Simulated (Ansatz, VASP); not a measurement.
# In2GaAs3: VASP beside Ansatz

```
CELL_PARAMETERS angstrom
-2.66211 2.66211 4.49925
2.66211 -2.66211 4.49925
2.66211 2.66211 -4.49925
ATOMIC_POSITIONS crystal
In 0.28461 0.28461 0.00000
In 0.71539 0.71539 0.00000
Ga 0.00000 0.00000 0.00000
As 0.25000 0.75000 0.50000
As 0.51630 0.01630 0.50000
As 0.98370 0.48370 0.50000
```

Alike in both runs: functional PBEsol; k mesh 1 × 1 × 1; occupations gaussian, width 0.1 eV; no spin polarisation.

Ansatz relaxed the structure, and its values are those at the end. VASP's run is a single point on that final structure, the one shown.

```csv
,VASP,Ansatz
version,VASP 6.6.1,Ansatz 0.2.0
potentials or method,"VASP PAW PBE potentials, release 64 (In_d, Ga_d, As_d), cutoff 510 eV","scalar-relativistic, plane waves, PAW"
valence electrons in the cell,84,84
```

|  | VASP | Ansatz | Ansatz less VASP |
| --- | --- | --- | --- |
| pressure (GPa) | 0.1 | 0.0 | -0.10 |
| rms of the force components (eV/Å) | 0.005 | 0.001 | -0.0044 |

VASP's potentials were made for PBE, not for PBEsol. With one functional, cell and mesh, what is left measures potentials, basis and numerics.

The k mesh is coarse, so the values compare programs but aren't converged.
